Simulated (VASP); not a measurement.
# SiW3 (Im-3m) in VASP: notebook

SiW3 is run at these levels: PBEsol; tasks: single point.

All numbers are computed with VASP 6.6.1; they aren't measurements. Logs are shortened: lines on timing, memory, paths and dates and some standing lists are left out, and cuts for length are marked.

### 1 The cell of the first run

The structure is cubic, space group Im-3m (No. 229). Conventional cell: a = 5.212 Å, b = 5.212 Å, c = 5.212 Å, α = 90.00°, β = 90.00°, γ = 90.00°. Within 3.4 Å of Si (site symmetry m-3m) lie 6 W at 2.61 Å. Within 3.4 Å of W (site symmetry 4/mmm) lie 2 Si at 2.61 Å and 4 W at 2.61 Å.

### 2 Single point, PBEsol

Contents of INCAR:

```
SYSTEM = SiW3
PREC = Accurate ; ENCUT = 520
EDIFF = 1E-6 ; ISMEAR = 0
SIGMA = 0.1 ; LREAL = .False.
LASPH = .True. ; NELM = 100
ALGO = Fast ; ISIF = 2
LWAVE = .False. ; LCHARG = .False.
GGA = PS ; NBANDS = 31
```

Contents of KPOINTS:

```
regular mesh
0
Gamma
  6 6 6
  0 0 0
```

Contents of POSCAR:

```
SiW3
1.0
   -2.6061750000      2.6061750000      2.6061750000
    2.6061750000     -2.6061750000      2.6061750000
    2.6061750000      2.6061750000     -2.6061750000
Si W
1 3
Direct
    0.0000000000      0.0000000000      0.0000000000
    0.5000000000      0.5000000000      0.0000000000
    0.5000000000      0.0000000000      0.5000000000
    0.0000000000      0.5000000000      0.5000000000
```

Potentials or basis: VASP PAW PBE potentials, release 64 (Si, W_sv).

Run with:

```console
> cat potpaw_PBE.64/Si/POTCAR potpaw_PBE.64/W_sv/POTCAR > POTCAR
> mpirun -np 1 vasp_std > vasp.out
```

OUTCAR:

```text
SYSTEM = SiW3
   PREC = Accurate
   ENCUT = 520
   EDIFF = 1E-6
   ISMEAR = 0
   LREAL = .False.
   LASPH = .True.
   NELM = 100
   ISIF = 2
   GGA = PS

 ion  position               nearest neighbor table
   1  0.000  0.000  0.000-   2 2.61   3 2.61   4 2.61   4 2.61   3 2.61   2 2.61
   2  0.500  0.500  0.000-   1 2.61   3 2.61   4 2.61   3 2.61   4 2.61   1 2.61
   3  0.500  0.000  0.500-   1 2.61   2 2.61   4 2.61   2 2.61   1 2.61   4 2.61
   4  0.000  0.500  0.500-   1 2.61   2 2.61   3 2.61   1 2.61   2 2.61   3 2.61

  LATTYP: Found a body centered cubic cell.
 ALAT       =     5.2123500000

  Lattice vectors:

 A1 = (  -2.6061750000,   2.6061750000,   2.6061750000)
 A2 = (   2.6061750000,  -2.6061750000,   2.6061750000)
 A3 = (   2.6061750000,   2.6061750000,  -2.6061750000)

Analysis of symmetry for initial positions (statically):
=====================================================================
 Subroutine PRICEL returns:
 Original cell was already a primitive cell.

 Routine SETGRP: Setting up the symmetry group for a
 body centered cubic supercell.

 Subroutine GETGRP returns: Found 48 space group operations
 (whereof 48 operations were pure point group operations)
 out of a pool of 48 trial point group operations.

The static configuration has the point symmetry O_h .

Analysis of symmetry for dynamics (positions and initial velocities):
=====================================================================
 Subroutine PRICEL returns:
 Original cell was already a primitive cell.

 Routine SETGRP: Setting up the symmetry group for a
 body centered cubic supercell.

 Subroutine GETGRP returns: Found 48 space group operations
 (whereof 48 operations were pure point group operations)
 out of a pool of 48 trial point group operations.

The dynamic configuration has the point symmetry O_h .

 Subroutine INISYM returns: Found 48 space group operations
 (whereof 48 operations are pure point group operations),
 and found     1 'primitive' translations

----------------------------------------------------------------------------------------

                                     Primitive cell

  volume of cell :      70.8061

  direct lattice vectors                    reciprocal lattice vectors
    -2.606175000  2.606175000  2.606175000     0.000000000  0.191852044  0.191852044
     2.606175000 -2.606175000  2.606175000     0.191852044  0.000000000  0.191852044
     2.606175000  2.606175000 -2.606175000     0.191852044  0.191852044  0.000000000

  length of vectors
     4.514027513  4.514027513  4.514027513     0.271319762  0.271319762  0.271319762

  position of ions in fractional coordinates (direct lattice)
     0.000000000  0.000000000  0.000000000
     0.500000000  0.500000000  0.000000000
     0.500000000  0.000000000  0.500000000
     0.000000000  0.500000000  0.500000000

  ion indices of the primitive-cell ions
   primitive index   ion index
                 1           1
                 2           2
                 3           3
                 4           4

----------------------------------------------------------------------------------------

 KPOINTS: regular mesh

Automatic generation of k-mesh.
 Grid dimensions read from file:
 generate k-points for:    6    6    6

 Generating k-lattice:

  Cartesian coordinates                     Fractional coordinates (reciprocal lattice)
     0.000000000  0.031975341  0.031975341     0.166666667  0.000000000  0.000000000
     0.031975341  0.000000000  0.031975341     0.000000000  0.166666667  0.000000000
     0.031975341  0.031975341  0.000000000     0.000000000  0.000000000  0.166666667

  Length of vectors
     0.045219960  0.045219960  0.045219960

  Shift w.r.t. Gamma in fractional coordinates (k-lattice)
     0.000000000  0.000000000  0.000000000

 Subroutine IBZKPT returns following result:
 ===========================================

 Found     16 irreducible k-points:

 Following reciprocal coordinates:
            Coordinates               Weight
  0.000000  0.000000  0.000000      1.000000
  0.166667  0.000000  0.000000     12.000000
  0.333333  0.000000  0.000000     12.000000
  0.500000  0.000000  0.000000      6.000000
  0.166667  0.166667  0.000000     24.000000
  0.333333  0.166667  0.000000     48.000000
[... 8 lines left out ...]
  0.500000  0.500000  0.333333     12.000000
  0.500000  0.500000  0.500000      1.000000
   k-points           NKPTS =     16   k-points in BZ     NKDIM =     16   number of bands    NBANDS=     31
   number of dos      NEDOS =    301   number of ions     NIONS =      4
   total plane-waves  NPLWV =  46656
   dimension x,y,z NGX =    36 NGY =   36 NGZ =   36
   dimension x,y,z NGXF=    72 NGYF=   72 NGZF=   72
   ions per type =               1   3
   NGX,Y,Z   is equivalent  to a cutoff of  13.26, 13.26, 13.26 a.u.
   NGXF,Y,Z  is equivalent  to a cutoff of  26.52, 26.52, 26.52 a.u.
 SYSTEM =  SiW3
   PREC   = accura    normal or accurate (medium, high low for compatibility)
   ISTART =      0    job   : 0-new  1-cont  2-samecut
   ICHARG =      2    charge: 1-file 2-atom 10-const
   ISPIN  =      1    spin polarized calculation?
   LNONCOLLINEAR =      F non collinear calculations
   LSORBIT =      F    spin-orbit coupling
   LASPH  =      T    aspherical Exc in radial PAW
   ENCUT  =  520.0 eV  38.22 Ry    6.18 a.u.   8.39  8.39  8.39*2*pi/ulx,y,z
   NELM   =    100;   NELMIN=  2; NELMDL= -5     # of ELM steps
   EDIFF  = 0.1E-05   stopping-criterion for ELM
   LREAL  =      F    real-space projection
   EDIFFG = 0.1E-04   stopping-criterion for IOM
   NSW    =      0    number of steps for IOM
   IBRION =     -1    ionic relax: 0-MD 1-quasi-New 2-CG
   NFREE  =      0    steps in history (QN), initial steepest desc. (CG)
   ISIF   =      2    stress and relaxation
   ISYM   =      2    0-nonsym 1-usesym 2-fastsym
   POTIM  = 0.5000    time-step for ionic-motion
   TEBEG  =    0.0;   TEEND  =   0.0 temperature during run
   PSTRESS=    0.0 pullay stress
   NELECT =      46.0000    total number of electrons
   NUPDOWN=      -1.0000    fix difference up-down
   EMIN   =  10.00;   EMAX   =-10.00  energy-range for DOS
   EFERMI =   0.00;   METHOD = LEGACY
   ISMEAR =     0;   SIGMA  =   0.10  broadening in eV -4-tet -1-fermi 0-gaus
   EFERMI_NEDOS =   21; number of points for ismear=-14 and -15
   IALGO  =     68    algorithm
   IMIX   =      4    mixing-type and parameters
     AMIX     =   0.40;   BMIX     =  1.00
     AMIX_MAG =   1.60;   BMIX_MAG =  1.00
  volume/ion in A,a.u.               =      17.70       119.46
  Fermi-wavevector in a.u.,A,eV,Ry     =   1.417873  2.679391 27.352644  2.010363
  Thomas-Fermi vector in A             =   2.539057
   LORBIT       =      0    0 simple, 1 ext, 2 COOP (PROOUT), +10 PAW based schemes
   GGA     = PS    functional components
   LHFCALC =     F    Hartree Fock is set to
   AEXX    =    0.0000 exact exchange contribution
   IVDW    =     0    specifies the selected vdW correction
   LEPSILON=     F    determine dielectric tensor
   LRPA    =     F    only Hartree local field effects (RPA)
 non-spin polarized calculation
 RMM-DIIS sequential band-by-band and
 Gauss-broadening in eV      SIGMA  =   0.10
  energy-cutoff  :      520.00
  volume of cell :       70.81
 maximum number of plane-waves:      1926
 NGX is ok and might be reduce to    36
   NGX = 17   NGY = 17   NGZ = 17

 number of electron      46.0000005 magnetization

 Free energy of the ion-electron system (eV)
  ---------------------------------------------------
  ext. energy  EPLUGINS =         0.00000000
  ---------------------------------------------------
  free energy    TOTEN  =       -41.65263744 eV

  energy without entropy =      -41.62645170  energy(sigma->0) =      -41.63954457

 E-fermi :   8.8710     XC(G=0): -12.3667

 val. band max:        8.8173082400   @ k =   0.5000   0.5000   0.1667
 cond. band min:       8.8809931543   @ k =  -0.3333   0.3333   0.3333
 fundamental gap:      0.0636849143
 Fermi energy:         8.8709890767

 k-point     1 :       0.0000    0.0000    0.0000
  band No.  band energies     occupation
      1     -65.0512      2.00000
      2     -64.8885      2.00000
      3     -64.8885      2.00000
      4     -29.7915      2.00000
      5     -29.7915      2.00000
      6     -29.7915      2.00000
[... 23 lines left out ...]
     30      12.6706      0.00000
     31      14.3068      0.00000

 k-point     2 :       0.1667    0.0000    0.0000
  band No.  band energies     occupation
      1     -65.0415      2.00000
      2     -64.8982      2.00000
      3     -64.8888      2.00000
      4     -29.7928      2.00000
      5     -29.7113      2.00000
      6     -29.7069      2.00000
[... 23 lines left out ...]
     30      12.3285      0.00000
     31      13.2788      0.00000

 k-point     3 :       0.3333    0.0000    0.0000
  band No.  band energies     occupation
      1     -65.0165      2.00000
      2     -64.9231      2.00000
      3     -64.8893      2.00000
      4     -29.7954      2.00000
      5     -29.4915      2.00000
      6     -29.4764      2.00000
[... 23 lines left out ...]
     30      12.0676      0.00000
     31      12.1890      0.00000

 k-point     4 :       0.5000    0.0000    0.0000
  band No.  band energies     occupation
      1     -64.9963      2.00000
      2     -64.9431      2.00000
      3     -64.8895      2.00000
      4     -29.7967      2.00000
      5     -29.3514      2.00000
      6     -29.3003      2.00000
[... 23 lines left out ...]
     30      12.2418      0.00000
     31      12.2445      0.00000

 k-point     5 :       0.1667    0.1667    0.0000
  band No.  band energies     occupation
      1     -65.0239      2.00000
      2     -64.9157      2.00000
      3     -64.8892      2.00000
      4     -29.7145      2.00000
      5     -29.7104      2.00000
      6     -29.4777      2.00000
[... 23 lines left out ...]
     30      12.0539      0.00000
     31      13.2163      0.00000
[... 270 lines left out ...]
     30      12.1396      0.00000
     31      13.5093      0.00000

 k-point    14 :      -0.3333    0.3333    0.3333
  band No.  band energies     occupation
      1     -65.0060      2.00000
      2     -64.9688      2.00000
      3     -64.8537      2.00000
      4     -29.8173      2.00000
      5     -29.8173      2.00000
      6     -29.5433      2.00000
[... 23 lines left out ...]
     30      12.4952      0.00000
     31      13.0006      0.00000

 k-point    15 :       0.5000    0.5000    0.3333
  band No.  band energies     occupation
      1     -64.9957      2.00000
      2     -64.9861      2.00000
      3     -64.8466      2.00000
      4     -29.8243      2.00000
      5     -29.7507      2.00000
      6     -29.7463      2.00000
[... 23 lines left out ...]
     30      12.3025      0.00000
     31      14.2419      0.00000

 k-point    16 :       0.5000    0.5000    0.5000
  band No.  band energies     occupation
      1     -64.9954      2.00000
      2     -64.9954      2.00000
      3     -64.8373      2.00000
      4     -29.8330      2.00000
      5     -29.8330      2.00000
      6     -29.8330      2.00000
[... 23 lines left out ...]
     30      12.4654      0.00000
     31      15.7496      0.00000

------------------------ aborting loop because EDIFF is reached ----------------------------------------

  FORCE on cell =-STRESS in cart. coord.  units (eV):
  Direction    XX          YY          ZZ          XY          YZ          ZX
  --------------------------------------------------------------------------------------
  -------------------------------------------------------------------------------------
  Total       -2.2968541     -2.2968541     -2.2968541     -0.0000000     -0.0000000      0.0000000
  in kB      -51.9724605    -51.9724605    -51.9724605     -0.0000000     -0.0000000      0.0000000
  external PRESSURE =     -51.9724605 kB  Pullay stress =       0.0000000 kB

 VOLUME and BASIS-vectors are now :
 -----------------------------------------------------------------------------
  energy-cutoff  :      520.00
  volume of cell :       70.81
      direct lattice vectors                 reciprocal lattice vectors
    -2.606175000  2.606175000  2.606175000     0.000000000  0.191852044  0.191852044
     2.606175000 -2.606175000  2.606175000     0.191852044  0.000000000  0.191852044
     2.606175000  2.606175000 -2.606175000     0.191852044  0.191852044  0.000000000

 POSITION                                       TOTAL-FORCE (eV/Angst)
 -----------------------------------------------------------------------------------
      0.00000      0.00000      0.00000        -0.000000     -0.000000      0.000000
      0.00000      0.00000      2.60617         0.000000      0.000000     -0.000000
      0.00000      2.60617      0.00000         0.000000     -0.000000      0.000000
      2.60617      0.00000      0.00000        -0.000000     -0.000000      0.000000
 -----------------------------------------------------------------------------------
    total drift:                                0.000000      0.000000     -0.000000

  FREE ENERGIE OF THE ION-ELECTRON SYSTEM (eV)
  ---------------------------------------------------
  free  energy   TOTEN  =       -41.6526374431 eV

  energy  without entropy=      -41.6264517029  energy(sigma->0) =      -41.63954457
```

Run time: 38 s. Hardware: 1 thread of Intel Xeon Platinum 8259CL at 2.50GHz (Skylake/Cascade Lake), shared host; peak memory 0.21 GiB.

Results:

```yaml
Free_energy: -41.6526 eV
Pressure: -5.2 GPa
Band_gap_on_the_k_mesh: zero (band 23 reaches 10.07 eV, above the bottom of band 24 at 8.58 eV)
```

Caveat: the PAW data sets were made with another functional, which shifts forces and pressure a little; spin-orbit coupling is left out, which moves the levels of the heavy elements.

[end of part 1 of 2]
